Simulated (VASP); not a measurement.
Here is a VASP 6.6.1 calculation.

The input POSCAR:

```
Ti
1.0
    0.0000000000      1.8474374170      1.8474374170
    1.8474374170      0.0000000000      1.8474374170
    1.8474374170      1.8474374170      0.0000000000
Ti
1
Direct
    0.0000000000      0.0000000000      0.0000000000
```

Contents of INCAR.step1:

```
SYSTEM = Ti
  PREC = Accurate
  ENCUT = 550
  ISMEAR = 1
  SIGMA = 0.05
  LREAL = .False.
  LASPH = .True.
  NELM = 120
  NBANDS = 12
  GGA = PE
  ALGO = Normal
  EDIFF = 1E-5
  LWAVE = .True.
  LCHARG = .False.
  GGA_COMPAT = .False.
```

Contents of INCAR.step2:

```
SYSTEM = Ti
  PREC = Accurate
  ENCUT = 550
  EDIFF = 1E-6
  ISMEAR = 1
  SIGMA = 0.05
  LREAL = .False.
  LASPH = .True.
  NELM = 120
  ALGO = Normal
  ISIF = 2
  LWAVE = .False.
  LCHARG = .True.
  METAGGA = R2SCAN
  LMIXTAU = .True.
  LELF = .True.
  LVHAR = .True.
  NBANDS = 12
  ISTART = 1
  GGA_COMPAT = .False.
```

KPOINTS

```
Automatic mesh
0
Gamma
  7 7 7
  0 0 0
```

Potentials or basis: VASP PAW PBE potentials, release 64 (Ti_sv).

Run with:

```bash
$ cat potpaw_PBE.64/Ti_sv/POTCAR > POTCAR
$ cp INCAR.step1 INCAR
$ mpirun -np 1 vasp_std > vasp.out
$ cp INCAR.step2 INCAR
$ mpirun -np 1 vasp_std > vasp.out
```

(1) Estimate the pressure.

(2) What does it give for the band gap on the k mesh?

## Answers

(1) 61.2 GPa.

(2) zero (bands 6 and 7 overlap by 1.42 eV).

Caveat: the k points lie up to 0.42 Å⁻¹ apart, too coarse for converged energies and pressures of a metal; the PAW data sets were made with another functional, which shifts forces and pressure a little.
